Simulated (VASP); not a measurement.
Wanted: the native input for a VASP 6.6.1 run.

- Task: single point
- Functional: PBE
- Potentials or basis: VASP PAW PBE potentials, release 64 (Li_sv, Ge_d, N)
- Cutoff: 520 eV
- k mesh: 10 × 10 × 6
- Occupations: gaussian, width 0.02 eV
- Spin: no spin polarisation
- Dipole correction: no
- Further INCAR settings: ALGO = Normal; EDIFF = 1e-07; NBANDS = 27

The structure of Li4GeN2 lies in POSCAR:

```
Li4GeN2
1.0
    5.2716826893     -1.6157714561     -0.0096147030
    5.2716826893      1.6157714561     -0.0096147030
   -2.2246898394      0.0000000000      4.9085042749
Li Ge N
4 1 2
Direct
    0.8536318562      0.8536318562      0.6355089003
    0.9944961128      0.9944961128      0.3854668549
    0.4525219066      0.4525219066      0.9551677715
    0.6342956055      0.6342956055      0.7881174352
    0.2852735214      0.2852735214      0.1888262755
    0.8397206093      0.8397206093      0.0051206569
    0.4400603683      0.4400603683      0.5417930357
```

The cell was generated, and may not be a known phase.

The input as run:

INCAR

```
SYSTEM = Li4GeN2
PREC = Accurate
ENCUT = 520
EDIFF = 1E-7
ISMEAR = 0
SIGMA = 0.02
LREAL = .FALSE.
LASPH = .TRUE.
NELM = 60
ALGO = Normal
ISIF = 2
LWAVE = .FALSE.
LCHARG = .FALSE.
GGA = PE
NBANDS = 27
```

KPOINTS

```
Automatic mesh
0
G
  10 10 6
  0 0 0
```

Potentials or basis: VASP PAW PBE potentials, release 64 (Li_sv, Ge_d, N).

Run with:

```sh
$ cat potpaw_PBE.64/Li_sv/POTCAR potpaw_PBE.64/Ge_d/POTCAR potpaw_PBE.64/N/POTCAR > POTCAR
$ mpirun -np 1 vasp_std > vasp.out
```

Results of the run:

* Largest force: 0.031 eV/Å
* Band gap on the k mesh: 1.19 eV (least direct gap 1.87 eV)

Wall time 4.5 min on 1 thread of Intel(R) Xeon(R) 6975P-C (Granite Rapids) (shared host), peak memory 0.49 GiB.
